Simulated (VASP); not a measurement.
# NaHgH2 (P4/mmm) in VASP: a series of runs, part 2 of 2

VASP 6.6.1. Earlier steps stand in the parts before.

### Step 3. Single point, PBE

This run uses another cell than the first one, of 21.06 Å³/atom, 1.470 times its volume.

File INCAR:

```
ALGO = Normal
EDIFF = 1E-7
ENCUT = 520
GGA = PE
ISIF = 2
ISMEAR = 0
LASPH = True
LCHARG = False
LREAL = False
LWAVE = False
NBANDS = 18
NELM = 80
PREC = Accurate
SIGMA = 0.1
```

File KPOINTS:

```
k-points
0
Gamma
  12 12 8
```

File POSCAR:

```
NaHgH2
1.0
    3.7038474089      0.0000000000      0.0000000000
    0.0000000000      3.7038474089      0.0000000000
    0.0000000000      0.0000000000      6.1417167684
Na Hg H
1 1 2
Direct
    0.0000000000      0.0000000000      0.5000000000
    0.0000000000      0.0000000000      0.0000000000
    0.5000000000      0.5000000000      0.4369541842
    0.5000000000      0.5000000000      0.5630458158
```

Potentials or basis: VASP PAW PBE potentials, release 64 (Na_pv, Hg, H).

The run is started by

```sh
$ cat potpaw_PBE.64/Na_pv/POTCAR potpaw_PBE.64/Hg/POTCAR potpaw_PBE.64/H/POTCAR > POTCAR
$ mpirun -np 1 vasp_std > vasp.out
```

OUTCAR:

```text
EDIFF = 1E-7
   ENCUT = 520
   GGA = PE
   ISIF = 2
   ISMEAR = 0
   LASPH = True
   LREAL = False
   NELM = 80
   PREC = Accurate

 ion  position               nearest neighbor table
   1  0.000  0.000  0.500-   2 3.07   2 3.07
   2  0.000  0.000  0.000-   1 3.07   1 3.07
   3  0.500  0.500  0.437-   4 0.77
   4  0.500  0.500  0.563-   3 0.77

  LATTYP: Found a simple tetragonal cell.
 ALAT       =     3.7038474089
 C/A-ratio  =     1.6581991887

  Lattice vectors:

 A1 = (   3.7038474089,   0.0000000000,   0.0000000000)
 A2 = (   0.0000000000,   3.7038474089,   0.0000000000)
 A3 = (   0.0000000000,   0.0000000000,   6.1417167684)

Analysis of symmetry for initial positions (statically):
=====================================================================
 Subroutine PRICEL returns:
 Original cell was already a primitive cell.

 Routine SETGRP: Setting up the symmetry group for a
 simple tetragonal supercell.

 Subroutine GETGRP returns: Found 16 space group operations
 (whereof 16 operations were pure point group operations)
 out of a pool of 16 trial point group operations.

The static configuration has the point symmetry D_4h.

Analysis of symmetry for dynamics (positions and initial velocities):
=====================================================================
 Subroutine PRICEL returns:
 Original cell was already a primitive cell.

 Routine SETGRP: Setting up the symmetry group for a
 simple tetragonal supercell.

 Subroutine GETGRP returns: Found 16 space group operations
 (whereof 16 operations were pure point group operations)
 out of a pool of 16 trial point group operations.

The dynamic configuration has the point symmetry D_4h.

 Subroutine INISYM returns: Found 16 space group operations
 (whereof 16 operations are pure point group operations),
 and found     1 'primitive' translations

----------------------------------------------------------------------------------------

                                     Primitive cell

  volume of cell :      84.2551

  direct lattice vectors                    reciprocal lattice vectors
     3.703847409  0.000000000  0.000000000     0.269989524  0.000000000  0.000000000
     0.000000000  3.703847409  0.000000000     0.000000000  0.269989524  0.000000000
     0.000000000  0.000000000  6.141716768     0.000000000  0.000000000  0.162820924

  length of vectors
     3.703847409  3.703847409  6.141716768     0.269989524  0.269989524  0.162820924

  position of ions in fractional coordinates (direct lattice)
     0.000000000  0.000000000  0.500000000
     0.000000000  0.000000000  0.000000000
     0.500000000  0.500000000  0.436954184
     0.500000000  0.500000000  0.563045816

  ion indices of the primitive-cell ions
   primitive index   ion index
                 1           1
                 2           2
                 3           3
                 4           4

----------------------------------------------------------------------------------------

 KPOINTS: k-points

Automatic generation of k-mesh.
 Grid dimensions read from file:
 generate k-points for:   12   12    8

 Generating k-lattice:

  Cartesian coordinates                     Fractional coordinates (reciprocal lattice)
     0.022499127  0.000000000  0.000000000     0.083333333  0.000000000  0.000000000
     0.000000000  0.022499127  0.000000000     0.000000000  0.083333333  0.000000000
     0.000000000  0.000000000  0.020352616     0.000000000  0.000000000  0.125000000

  Length of vectors
     0.022499127  0.022499127  0.020352616

  Shift w.r.t. Gamma in fractional coordinates (k-lattice)
     0.000000000  0.000000000  0.000000000

 Subroutine IBZKPT returns following result:
 ===========================================

 Found    140 irreducible k-points:

 Following reciprocal coordinates:
            Coordinates               Weight
  0.000000  0.000000  0.000000      1.000000
  0.083333  0.000000  0.000000      4.000000
  0.166667  0.000000  0.000000      4.000000
  0.250000  0.000000  0.000000      4.000000
  0.333333  0.000000  0.000000      4.000000
  0.416667  0.000000  0.000000      4.000000
[... 16 lines left out ...]
  0.333333  0.333333  0.000000      4.000000
  0.416667  0.333333  0.000000      8.000000
 [... further k-points ...]
   k-points           NKPTS =    140   k-points in BZ     NKDIM =    140   number of bands    NBANDS=     18
   number of dos      NEDOS =    301   number of ions     NIONS =      4
   total plane-waves  NPLWV =  37632
   dimension x,y,z NGX =    28 NGY =   28 NGZ =   48
   dimension x,y,z NGXF=    56 NGYF=   56 NGZF=   96
   ions per type =               1   1   2
   NGX,Y,Z   is equivalent  to a cutoff of  12.57, 12.57, 12.99 a.u.
   NGXF,Y,Z  is equivalent  to a cutoff of  25.14, 25.14, 25.99 a.u.
 SYSTEM =  unknown system
   PREC   = accura    normal or accurate (medium, high low for compatibility)
   ISTART =      0    job   : 0-new  1-cont  2-samecut
   ICHARG =      2    charge: 1-file 2-atom 10-const
   ISPIN  =      1    spin polarized calculation?
   LNONCOLLINEAR =      F non collinear calculations
   LSORBIT =      F    spin-orbit coupling
   LASPH  =      T    aspherical Exc in radial PAW
   ENCUT  =  520.0 eV  38.22 Ry    6.18 a.u.   6.89  6.89 11.42*2*pi/ulx,y,z
   NELM   =     80;   NELMIN=  2; NELMDL= -5     # of ELM steps
   EDIFF  = 0.1E-06   stopping-criterion for ELM
   LREAL  =      F    real-space projection
   EDIFFG = 0.1E-05   stopping-criterion for IOM
   NSW    =      0    number of steps for IOM
   IBRION =     -1    ionic relax: 0-MD 1-quasi-New 2-CG
   NFREE  =      0    steps in history (QN), initial steepest desc. (CG)
   ISIF   =      2    stress and relaxation
   ISYM   =      2    0-nonsym 1-usesym 2-fastsym
   POTIM  = 0.5000    time-step for ionic-motion
   TEBEG  =    0.0;   TEEND  =   0.0 temperature during run
   PSTRESS=    0.0 pullay stress
   NELECT =      21.0000    total number of electrons
   NUPDOWN=      -1.0000    fix difference up-down
   EMIN   =  10.00;   EMAX   =-10.00  energy-range for DOS
   EFERMI =   0.00;   METHOD = LEGACY
   ISMEAR =     0;   SIGMA  =   0.10  broadening in eV -4-tet -1-fermi 0-gaus
   EFERMI_NEDOS =   21; number of points for ismear=-14 and -15
   IALGO  =     38    algorithm
   IMIX   =      4    mixing-type and parameters
     AMIX     =   0.40;   BMIX     =  1.00
     AMIX_MAG =   1.60;   BMIX_MAG =  1.00
  volume/ion in A,a.u.               =      21.06       142.15
  Fermi-wavevector in a.u.,A,eV,Ry     =   1.030266  1.946920 14.441871  1.061448
  Thomas-Fermi vector in A             =   2.164355
   LORBIT       =      0    0 simple, 1 ext, 2 COOP (PROOUT), +10 PAW based schemes
   GGA     = PE    functional components
   LHFCALC =     F    Hartree Fock is set to
   AEXX    =    0.0000 exact exchange contribution
   IVDW    =     0    specifies the selected vdW correction
   LEPSILON=     F    determine dielectric tensor
   LRPA    =     F    only Hartree local field effects (RPA)
 non-spin polarized calculation
 Gauss-broadening in eV      SIGMA  =   0.10
  energy-cutoff  :      520.00
  volume of cell :       84.26
 maximum number of plane-waves:      2288
 NGX is ok and might be reduce to    28
   NGX = 13   NGY = 13   NGZ = 23

 number of electron      21.0000005 magnetization

 Free energy of the ion-electron system (eV)
  ---------------------------------------------------
  ext. energy  EPLUGINS =         0.00000000
  ---------------------------------------------------
  free energy    TOTEN  =        -7.73715089 eV

  energy without entropy =       -7.72871748  energy(sigma->0) =       -7.73293419

 E-fermi :   0.7641     XC(G=0):  -7.4989

 val. band max:        0.7477883905   @ k =   0.5000   0.0833   0.1250
 cond. band min:       0.7972860785   @ k =   0.4167   0.0833   0.3750
 fundamental gap:      0.0494976880
 Fermi energy:         0.7640709059

 k-point     1 :       0.0000    0.0000    0.0000
  band No.  band energies     occupation
      1     -24.8328      2.00000
      2     -24.8328      2.00000
      3     -24.7571      2.00000
      4      -8.6095      2.00000
      5      -6.2707      2.00000
      6      -6.2338      2.00000
[... 10 lines left out ...]
     17       9.6735      0.00000
     18       9.7696      0.00000
[... 463 lines left out ...]
 k-point    24 :       0.4167    0.3333    0.0000
  band No.  band energies     occupation
      1     -24.8508      2.00000
      2     -24.8463      2.00000
      3     -24.7537      2.00000
      4      -8.0257      2.00000
      5      -6.0956      2.00000
      6      -6.0667      2.00000
[... 10 lines left out ...]
     17       7.6613      0.00000
     18       7.7770      0.00000

 [... further k-points ...]
[... 5 lines left out ...]
  --------------------------------------------------------------------------------------
  -------------------------------------------------------------------------------------
  Total       -0.0320720     -0.0320720     -0.0392352      0.0000000      0.0000000     -0.0000000
  in kB       -0.6098750     -0.6098750     -0.7460889      0.0000000      0.0000000     -0.0000000
  external PRESSURE =      -0.6552796 kB  Pullay stress =       0.0000000 kB

 VOLUME and BASIS-vectors are now :
 -----------------------------------------------------------------------------
  energy-cutoff  :      520.00
  volume of cell :       84.26
      direct lattice vectors                 reciprocal lattice vectors
     3.703847409  0.000000000  0.000000000     0.269989524  0.000000000  0.000000000
     0.000000000  3.703847409  0.000000000     0.000000000  0.269989524  0.000000000
     0.000000000  0.000000000  6.141716768     0.000000000  0.000000000  0.162820924

 POSITION                                       TOTAL-FORCE (eV/Angst)
 -----------------------------------------------------------------------------------
      0.00000      0.00000      3.07086         0.000000      0.000000      0.000000
      0.00000      0.00000      0.00000         0.000000      0.000000      0.000000
      1.85192      1.85192      2.68365         0.000000      0.000000      0.006722
      1.85192      1.85192      3.45807         0.000000     -0.000000     -0.006722
 -----------------------------------------------------------------------------------
    total drift:                               -0.000000      0.000000      0.000000

  FREE ENERGIE OF THE ION-ELECTRON SYSTEM (eV)
  ---------------------------------------------------
  free  energy   TOTEN  =        -7.7371508872 eV

  energy  without entropy=       -7.7287174846  energy(sigma->0) =       -7.73293419
```

OSZICAR:

```text
N       E                     dE             d eps       ncg     rms          rms(c)
DAV:   1     0.141668905876E+03    0.14167E+03   -0.10022E+04  5050   0.107E+03
DAV:   2    -0.181283196824E+01   -0.14348E+03   -0.13595E+03  5130   0.283E+02
DAV:   3    -0.817817606565E+01   -0.63653E+01   -0.63268E+01  5988   0.667E+01
DAV:   4    -0.824010814565E+01   -0.61932E-01   -0.61903E-01  5560   0.673E+00
DAV:   5    -0.824100782545E+01   -0.89968E-03   -0.89965E-03  5638   0.758E-01    0.428E+00
DAV:   6    -0.787057997935E+01    0.37043E+00   -0.28262E-01  5566   0.276E+00    0.236E+00
DAV:   7    -0.773437047662E+01    0.13621E+00   -0.28346E-01  5418   0.207E+00    0.412E-01
DAV:   8    -0.773624247622E+01   -0.18720E-02   -0.18204E-02  5330   0.773E-01    0.159E-01
DAV:   9    -0.773712447946E+01   -0.88200E-03   -0.20516E-03  5476   0.277E-01    0.390E-02
DAV:  10    -0.773713997597E+01   -0.15497E-04   -0.86277E-05  5588   0.478E-02    0.165E-02
DAV:  11    -0.773715083142E+01   -0.10855E-04   -0.21792E-05  5300   0.282E-02    0.265E-03
DAV:  12    -0.773715088723E+01   -0.55808E-07   -0.77180E-07  5742   0.685E-03
   1 F= -.77371509E+01 E0= -.77329342E+01  d E =-.843340E-02
```

stdout:

```text
POSCAR found type information on POSCAR NaHgH
 POSCAR found :  3 types and       4 ions
 scaLAPACK will be used
 LDA part: xc-table for (Slater+PW92), standard interpolation
 POSCAR, INCAR and KPOINTS ok, starting setup
 FFT: planning ... GRIDC
 FFT: planning ... GRID_SOFT
 FFT: planning ... GRID
 WAVECAR not read
 entering main loop
```

Wall time 97 s (1 thread of Intel Xeon Platinum 8375C at 2.90GHz (Ice Lake), shared host); peak memory 0.35 GiB.

What came out:

```yaml
Free_energy: -7.7372 eV
Pressure: -0.1 GPa
Largest_force: 0.007 eV/Å
```

Forces on the atoms (eV/Å):
```
Na   0.000  0.000  0.000
Hg   0.000  0.000  0.000
H    0.000  0.000  0.007
H    0.000  0.000 -0.007
```

Levels at points of the mesh, in eV from the Fermi level:
```tsv
k point	band 7	band 8	band 9	band 10	band 11	band 12	band 13	band 14
(0.00, 0.00, 0.00)	-6.67	-6.67	-6.51	-5.24	-0.86	3.40	5.72	5.72
(0.50, 0.00, 0.00)	-6.72	-6.67	-6.66	-3.79	0.05	1.60	1.76	2.30
(0.50, 0.50, 0.00)	-6.86	-6.79	-6.34	-2.07	0.75	0.75	3.49	3.65
(0.00, 0.00, 0.50)	-6.67	-6.67	-6.51	-5.53	-0.16	2.98	6.29	6.49
(0.50, 0.00, 0.50)	-6.68	-6.67	-6.65	-3.58	-0.62	-0.54	4.59	4.83
(0.50, 0.50, 0.50)	-6.87	-6.76	-6.34	-1.94	1.48	1.48	2.29	2.29
```

Caveat: spin-orbit coupling is left out, which moves the levels of the heavy elements.
